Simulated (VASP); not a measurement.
Wanted: the native input for a VASP 6.6.1 run.

```
Task                   : single point
Functional             : PBEsol
Potentials or basis    : VASP PAW PBE potentials, release 64 (Mg, O)
Cutoff                 : 600 eV
k mesh                 : 8 × 8 × 8
Occupations            : fermi-dirac, width 0.02 eV
Spin                   : no spin polarisation
Dipole correction      : no
Further INCAR settings : ALGO = Normal; EDIFF = 1e-06; NBANDS = 11
```

The structure of MgO (Periclase) lies in POSCAR:

```
MgO
1.0
    0.0000000000      2.0636246054      2.2011995790
    2.0636246054      0.0000000000      2.2011995790
    2.0636246054      2.0636246054      0.0000000000
Mg O
1 1
Direct
    0.0000000000      0.0000000000      0.0000000000
    0.5000000000      0.5000000000      0.5000000000
```

One way to write it, as run:

INCAR

```
SYSTEM = MgO
ALGO = Normal
EDIFF = 1E-6
ENCUT = 600
GGA = PS
GGA_COMPAT = .False.
ISIF = 2
ISMEAR = -1
LASPH = .True.
LCHARG = .False.
LREAL = .False.
LWAVE = .False.
NBANDS = 11
NELM = 120
PREC = Accurate
SIGMA = 0.02
```

KPOINTS

```
k-points
0
Gamma
  8 8 8
  0 0 0
```

Potentials or basis: VASP PAW PBE potentials, release 64 (Mg, O).

Run with:

```console
$ cat potpaw_PBE.64/Mg/POTCAR potpaw_PBE.64/O/POTCAR > POTCAR
$ mpirun -np 1 vasp_std > vasp.out
```

It gave:

```
Pressure               : 0.3 GPa
Band gap on the k mesh : 4.50 eV, direct
```

Caveat: the PAW data sets were made with another functional, which shifts forces and pressure a little.

Wall time 6.8 s on 1 thread of AMD EPYC 9R45 96-Core Processor (Zen 5), with other jobs on the host, peak memory 0.12 GiB.
